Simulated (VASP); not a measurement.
The system is TiCo2.

```
Ti Co
1.0
     0.00000    3.35200    3.35200
     3.35200    0.00000    3.35200
     3.35200    3.35200    0.00000
Ti Co
2 4
Direct
  0.50000 0.50000 0.50000
  0.75000 0.75000 0.75000
  0.12500 0.12500 0.12500
  0.62500 0.12500 0.12500
  0.12500 0.12500 0.62500
  0.12500 0.62500 0.12500
```

Base run:

```yaml
Program: VASP 6.6.1
Functional: PBEsol
Potentials_or_basis: VASP PAW PBE potentials, release 64 (Ti_sv, Co)
Cutoff: 520 eV
k_mesh: 14 × 14 × 14
Occupations: gaussian, width 0.1 eV
Spin: collinear spin, ferrimagnetic start
Starting_moments: "[-0.31, -0.31, 0.82, 0.82, 0.82, 0.82] μB"
```

Its results: pressure -19.3 GPa; net moment 0.51 μB per cell; site moments Ti -0.06; Co +0.18 μB.

**Question.** The run is repeated on the same cell with these changes: k mesh from 14 × 14 × 14 to 2 × 2 × 2. What comes out?

**Answer.** Pressure -13.7 GPa; net moment 0.83 μB per cell; site moments Ti +0.17; Co +0.10 μB.

Caveats: some runs use coarse meshes; the PAW data sets were made with another functional, which shifts forces and pressure a little; the cell stands under tension (at least some runs).
